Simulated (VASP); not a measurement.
# Te2Mo (P6_3/mmc) in VASP: a series of runs, part 2 of 2

VASP 6.6.1. The steps go on from the part before.

## (4) Relaxation of shape and atoms at fixed volume, PBE+D3(BJ) (22.72 Å³/atom)

This run uses another cell than the first one, of 22.72 Å³/atom.

INCAR

```
SYSTEM = Te2Mo
PREC = Accurate
ENCUT = 600
EDIFF = 1E-7
ISMEAR = 0
SIGMA = 0.02
LREAL = .FALSE.
LASPH = .TRUE.
NELM = 60
ALGO = Normal
ISIF = 4
LWAVE = .FALSE.
LCHARG = .FALSE.
GGA = PE
IVDW = 12
IBRION = 2
NSW = 50
EDIFFG = -0.01
```

KPOINTS

```
Automatic mesh
0
G
  12 12 2
  0 0 0
```

POSCAR

```
Te2Mo
1.0
    3.4351558999      0.0000000000      0.0000000000
   -1.7175779500      2.9749322752      0.0000000000
    0.0000000000      0.0000000000     13.3421188113
Te Mo
4 2
Direct
    0.3333333333      0.6666666667      0.6149943720
    0.6666666667      0.3333333333      0.1149943720
    0.3333333333      0.6666666667      0.8850056280
    0.6666666667      0.3333333333      0.3850056280
    0.3333333333      0.6666666667      0.2500000000
    0.6666666667      0.3333333333      0.7500000000
```

On the command line:

```
> cat potpaw_PBE.64/Te/POTCAR potpaw_PBE.64/Mo_sv/POTCAR > POTCAR
> mpirun -np 1 vasp_std > vasp.out
```

It took 6.8 min on 1 thread of AMD EPYC 9R45 (Zen 5), shared host; peak memory 0.37 GiB.

It converged, with:

* Free energy: -39.1430 eV
* Energy gained by relaxing: 4.4 meV/atom
* Ionic steps: 5
* Pressure after relaxing: 3.6 GPa
* Band gap on the k mesh: 0.34 eV (least direct gap 0.76 eV)
* Dispersion energy per atom: -0.589 eV

Forces on the atoms (eV/Å):
```
Te   0.000  0.000 -0.003
Te   0.000  0.000 -0.003
Te   0.000  0.000  0.003
Te   0.000  0.000  0.003
Mo   0.000  0.000  0.000
Mo   0.000  0.000  0.000
```

The path:
```csv
step,energy change (eV),largest force (eV/Å),pressure (GPa),volume (Å³)
1,0.0000,0.4602,5.42,136.35
2,-0.0209,0.0217,3.77,136.35
3,-0.0211,0.0552,3.90,136.35
4,-0.0249,0.0293,3.72,136.35
5,-0.0261,0.0029,3.55,136.35
```

Final structure:
```yaml
crystal:
  lattice:
    - [3.44143, 0.00000, 0.00000]
    - [-1.72071, 2.98036, 0.00000]
    - [0.00000, 0.00000, 13.29353]
  atoms:
    - { symbol: Te, position: [0.33333, 0.66667, 0.61271] }
    - { symbol: Te, position: [0.66667, 0.33333, 0.11271] }
    - { symbol: Te, position: [0.33333, 0.66667, 0.88729] }
    - { symbol: Te, position: [0.66667, 0.33333, 0.38729] }
    - { symbol: Mo, position: [0.33333, 0.66667, 0.25000] }
    - { symbol: Mo, position: [0.66667, 0.33333, 0.75000] }
```

Levels at points of the mesh, in eV from the valence-band top:
```
           k point  band 22  band 23  band 24  band 25  band 26  band 27  band 28  band 29  band 30  band 31
(0.00, 0.00, 0.00)    -1.25    -1.18    -1.18    -0.13    -0.09     2.74     2.74     2.90     2.90     3.02
(0.50, 0.00, 0.00)    -2.20    -1.43    -1.34    -0.92    -0.31     1.14     1.20     1.24     1.75     2.33
(0.00, 0.00, 0.50)    -1.21    -1.21    -1.21    -0.12    -0.12     2.78     2.78     2.78     2.78     3.25
(0.50, 0.00, 0.50)    -2.42    -1.34    -1.34    -0.62    -0.62     1.17     1.17     1.50     1.50     2.89
```

Caveat: spin-orbit coupling is left out, which moves the levels of the heavy elements. A k mesh can miss the band edges.

## (5) Relaxation of shape and atoms at fixed volume, PBE+D3(BJ) (23.45 Å³/atom)

This run uses another cell than the first one, of 23.45 Å³/atom.

INCAR

```
ALGO     = Normal         # electronic algorithm
EDIFF    = 1E-6           # SCF threshold, eV
EDIFFG   = -0.01          # ionic threshold
ENCUT    = 600            # plane-wave cutoff, eV
GGA      = PE             # functional
IBRION   = 2              # ionic algorithm
ISIF     = 4              # what is computed and relaxed
ISMEAR   = 0              # smearing method
IVDW     = 12             # dispersion correction
LASPH    = T              # aspherical terms in the spheres
LCHARG   = F              # write CHGCAR
LREAL    = F              # projectors in reciprocal space
LWAVE    = F              # write WAVECAR
NELM     = 100            # most SCF steps
NSW      = 50             # ionic steps
PREC     = Accurate       # precision mode
SIGMA    = 0.02           # smearing width, eV
```

KPOINTS

```
k-points
0
Gamma
  12 12 2
```

POSCAR

```
Te2Mo
1.0
    3.4610815386      0.0000000000      0.0000000000
   -1.7305407693      2.9973845370      0.0000000000
    0.0000000000      0.0000000000     13.5624430107
Te Mo
4 2
Direct
    0.3333333333      0.6666666667      0.6173401534
    0.6666666667      0.3333333333      0.1173401534
    0.3333333333      0.6666666667      0.8826598466
    0.6666666667      0.3333333333      0.3826598466
    0.3333333333      0.6666666667      0.2500000000
    0.6666666667      0.3333333333      0.7500000000
```

On the command line:

```
> cat potpaw_PBE.64/Te/POTCAR potpaw_PBE.64/Mo_sv/POTCAR > POTCAR
> mpirun -np 1 vasp_std > vasp.out
```

It took 17 min on 1 thread of AMD EPYC 7R13, shared host; peak memory 0.38 GiB.

It converged, with:

- Free energy: -39.2113 eV
- Energy gained by relaxing: 4.3 meV/atom
- Ionic steps: 5
- Pressure after relaxing: 1.6 GPa
- Largest force after relaxing: 0.008 eV/Å
- Band gap on the k mesh: 0.51 eV (least direct gap 0.90 eV)
- Dispersion energy per atom: -0.571 eV

Forces on the atoms (eV/Å):
```
Te   0.000  0.000 -0.008
Te   0.000  0.000 -0.008
Te   0.000  0.000  0.008
Te   0.000  0.000  0.008
Mo   0.000  0.000  0.000
Mo   0.000  0.000  0.000
```

Step by step:
```tsv
step	energy change (eV)	largest force (eV/Å)	pressure (GPa)	volume (Å³)
1	0.0000	0.4387	3.40	140.70
2	-0.0196	0.0429	1.89	140.70
3	-0.0196	0.0539	1.94	140.70
4	-0.0241	0.0319	1.76	140.70
5	-0.0259	0.0084	1.56	140.70
```

Final structure:
```
CELL_PARAMETERS angstrom
3.46991 0.00000 0.00000
-1.73495 3.00503 0.00000
0.00000 0.00000 13.49353
ATOMIC_POSITIONS crystal
Te 0.33333 0.66667 0.61500
Te 0.66667 0.33333 0.11500
Te 0.33333 0.66667 0.88500
Te 0.66667 0.33333 0.38500
Mo 0.33333 0.66667 0.25000
Mo 0.66667 0.33333 0.75000
```

Levels at points of the mesh, in eV from the valence-band top:
```csv
k point,band 23,band 24,band 25,band 26,band 27,band 28,band 29,band 30
"(0.00, 0.00, 0.00)",-1.08,-1.08,-0.12,-0.05,2.82,2.82,3.00,3.03
"(0.50, 0.00, 0.00)",-1.25,-1.17,-0.76,-0.27,1.22,1.30,1.32,1.80
"(0.00, 0.00, 0.50)",-1.11,-1.11,-0.07,-0.07,2.87,2.87,2.87,2.87
"(0.50, 0.00, 0.50)",-1.17,-1.17,-0.52,-0.52,1.25,1.25,1.58,1.58
```

Caveat: spin-orbit coupling is left out, which moves the levels of the heavy elements.

## (6) Overview

```csv
task,cell,cutoff (eV),smearing,gap on the mesh (eV),pressure (GPa),largest force (eV/Å)
single point,"a = 3.496, b = 3.496, c = 13.701 Å, angles 90.0, 90.0, 120.0°, 6 atoms, atomic positions A",520,gaussian 0.05 eV,0.65,0.0,0.01
relaxation of shape and atoms at fixed volume,"relaxed from a = 3.404, b = 3.404, c = 13.152 Å, angles 90.0, 90.0, 120.0°, 6 atoms, atomic positions B",600,gaussian 0.02 eV,0.19,6.1,-
relaxation of shape and atoms at fixed volume,"relaxed from a = 3.435, b = 3.435, c = 13.342 Å, angles 90.0, 90.0, 120.0°, 6 atoms, atomic positions C",600,gaussian 0.02 eV,0.34,3.6,-
relaxation of shape and atoms at fixed volume,"relaxed from a = 3.461, b = 3.461, c = 13.562 Å, angles 90.0, 90.0, 120.0°, 6 atoms, atomic positions A",600,gaussian 0.02 eV,0.51,1.6,0.01
```

Alike in all rows: level PBE+D3(BJ); potentials or basis VASP PAW PBE potentials, release 64 (Te, Mo_sv); no spin polarisation; k mesh 12 × 12 × 2.

Caveats: spin-orbit coupling is left out, which moves the levels of the heavy elements.

Absolute energies hang on the potentials; compare differences alone.

## (7) Comparison with measurements

Step 2. Against the measured gap of Te2Mo, 0.88 eV (indirect; 300 K; quoted in “Broadband infrared study of pressure-tunable Fano resonance and metallization transition in 2H-MoTe2”, 2022, pmc:9569381), the calculated 0.65 eV is off by -0.23 eV. Spin-orbit coupling on Mo, Te is left out. The value is that of PBE+D3(BJ) on a finite k mesh, which can miss the band edges, without temperature or zero-point motion. Semilocal functionals fall short of measured gaps as a rule.
